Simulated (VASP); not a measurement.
A run of VASP 6.6.1 is set up as follows.

Contents of INCAR:

```
PREC = Accurate
ENCUT = 520
EDIFF = 1E-6
ISMEAR = 0
SIGMA = 0.02
LREAL = False
LASPH = True
NELM = 100
ALGO = Normal
ISIF = 2
LWAVE = False
LCHARG = False
GGA = PE
NBANDS = 15
```

Contents of KPOINTS:

```
Automatic mesh
0
Gamma
  8 8 8
```

The input POSCAR:

```
KF
1.0
   -0.0067906900      2.5645014050      2.5952733900
    2.6139344200     -0.0067906900      2.5952733900
    2.6071437300      2.5577107150      0.0000000000
K F
1 1
Direct
   -0.0112212456     -0.0112212456      0.0112212456
    0.5112212456      0.5112212456      0.4887787544
```

Potentials or basis: VASP PAW PBE potentials, release 64 (K_sv, F).

Launch:

```console
$ cat potpaw_PBE.64/K_sv/POTCAR potpaw_PBE.64/F/POTCAR > POTCAR
$ mpirun -np 1 vasp_std > vasp.out
```

Problem. Predict the largest force.

Solution. 0.302 eV/Å.

Problem. What does it give for the pressure?

Solution. 5.9 GPa.

Stress tensor (GPa, compression positive):
```
4.69 0.06 0.00
0.06 6.50 0.00
0.00 0.00 6.44
```

Caveat: the cell differs from its parent crystal (strained and its atoms moved).
